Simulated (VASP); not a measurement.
Input of a VASP 6.6.1 run:

Contents of INCAR:

```
  ALGO = Normal
  EDIFF = 1E-7
  ENCUT = 520
  GGA = PS
  ISIF = 2
  ISMEAR = -1
  ISPIN = 2
  LASPH = True
  LCHARG = True
  LELF = True
  LMAXMIX = 4
  LORBIT = 11
  LREAL = False
  LVHAR = True
  LWAVE = False
  MAGMOM = 2 2 2 0
  NBANDS = 27
  NELM = 150
  PREC = Accurate
  SIGMA = 0.05
```

The input KPOINTS:

```
k-points
0
Gamma
  8 8 8
```

Contents of POSCAR:

```
AlCo3
1.0
    3.6450628203      0.0000000000      0.0000000000
    0.0000000000      3.6450628203      0.0000000000
    0.0000000000      0.0000000000      3.6450628203
Co Al
3 1
Direct
    0.0000000000      0.5000000000      0.5000000000
    0.5000000000      0.0000000000      0.5000000000
    0.5000000000      0.5000000000      0.0000000000
    0.0000000000      0.0000000000      0.0000000000
```

Potentials or basis: VASP PAW PBE potentials, release 64 (Co, Al).

Run with:

```console
$ cat potpaw_PBE.64/Co/POTCAR potpaw_PBE.64/Al/POTCAR > POTCAR
$ mpirun -np 1 vasp_std > vasp.out
```

Q: Predict the pressure.

A: -16.4 GPa.

Q: Estimate the net moment.

A: 3.91 μB per cell.

Caveat: the PAW data sets were made with another functional, which shifts forces and pressure a little.
